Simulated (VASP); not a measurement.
Set up this calculation in VASP 6.6.1, as the native input.

- Task: single point
- Functional: LDA
- Potentials or basis: VASP PAW LDA potentials, release 64 (P)
- Cutoff: 520 eV
- k mesh: 15 × 15 × 15
- Occupations: fermi-dirac, width 0.136057 eV
- Spin: no spin polarisation
- Dipole correction: no
- Further INCAR settings: ALGO = Normal; EDIFF = 1e-07; NBANDS = 8

The structure of P lies in POSCAR:

```
P
1.0
   -1.5049466323      1.5049466323      1.5049466323
    1.5049466323     -1.5049466323      1.5049466323
    1.5049466323      1.5049466323     -1.5049466323
P
1
Direct
    0.0000000000      0.0000000000      0.0000000000
```

One way to write it, as run:

INCAR

```
PREC = Accurate
ENCUT = 520
EDIFF = 1E-7
ISMEAR = -1
SIGMA = 0.13605693000000002
LREAL = F
LASPH = T
NELM = 80
ALGO = Normal
ISIF = 2
LWAVE = F
LCHARG = F
GGA = CA
NBANDS = 8
```

KPOINTS

```
regular mesh
0
Gamma
  15 15 15
```

Potentials or basis: VASP PAW LDA potentials, release 64 (P).

Launch:

```bash
$ cat potpaw_LDA.64/P/POTCAR > POTCAR
$ mpirun -np 1 vasp_std > vasp.out
```

It gave:

The pressure is -0.7 GPa.

Run time: 6.8 s on 1 thread of Intel(R) Xeon(R) Platinum 8488C (Sapphire Rapids), on a shared host, peak memory 0.11 GiB.
